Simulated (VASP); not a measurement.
# Bi2Te2O: single point with PBE

Crystal: Bi2Te2O.

```xyz
5
Lattice="4.0720 0.0000 0.0000 -2.0360 3.5265 0.0000 0.0000 0.0000 9.6954" Properties=species:S:1:pos:R:3 pbc="T T T"
Bi    0.0000    2.3510    6.4609
Bi    2.0360    1.1755    3.2345
Te    0.0000    2.3510    1.3877
Te    2.0360    1.1755    8.3076
O     0.0000    0.0000    0.0000
```

The cell was generated, and may not be a known phase.

```json
{
  "Program": "VASP 6.6.1",
  "Task": "single point",
  "Functional": "PBE",
  "Potentials or basis": "VASP PAW PBE potentials, release 64 (Bi_d, Te, O)",
  "Cutoff": "520 eV",
  "k mesh": "12 × 12 × 4",
  "Occupations": "gaussian, width 0.1 eV",
  "Spin": "no spin polarisation",
  "Dipole correction": "no",
  "Further INCAR settings": "ALGO = Normal; EDIFF = 1e-06; NBANDS = 32"
}
```

The pressure is 0.0 GPa and the largest force is 0.023 eV/Å. The band gap on the k mesh is zero (bands 24 and 25 overlap by 0.15 eV).

Forces on the atoms (eV/Å):
```
Bi   0.000  0.000 -0.009
Bi   0.000  0.000  0.009
Te   0.000  0.000 -0.023
Te   0.000  0.000  0.023
O    0.000  0.000  0.000
```

Levels at points of the mesh, in eV from the Fermi level:
| k point | band 20 | band 21 | band 22 | band 23 | band 24 | band 25 | band 26 | band 27 | band 28 | band 29 |
| --- | --- | --- | --- | --- | --- | --- | --- | --- | --- | --- |
| (0.00, 0.00, 0.00) | -1.18 | -1.18 | -0.11 | -0.11 | 0.08 | 0.16 | 1.99 | 1.99 | 2.43 | 2.77 |
| (0.50, 0.00, 0.00) | -3.14 | -1.93 | -1.62 | -0.83 | -0.50 | 0.59 | 1.78 | 2.37 | 2.56 | 3.13 |
| (0.00, 0.00, 0.50) | -1.15 | -1.14 | -1.14 | -0.21 | -0.21 | 1.61 | 2.13 | 2.29 | 2.29 | 2.54 |
| (0.50, 0.00, 0.50) | -2.80 | -2.10 | -1.44 | -0.60 | -0.57 | 1.19 | 1.39 | 2.03 | 2.22 | 3.31 |

It took 2.4 min on 1 thread of Intel(R) Xeon(R) 6975P-C (Granite Rapids), with other jobs on the host, peak memory 0.42 GiB.

Caveat: spin-orbit coupling is left out, which moves the levels of the heavy elements; this functional lacks dispersion, which binds layers or chains, so the pressure and a relaxed spacing across them are unreliable.
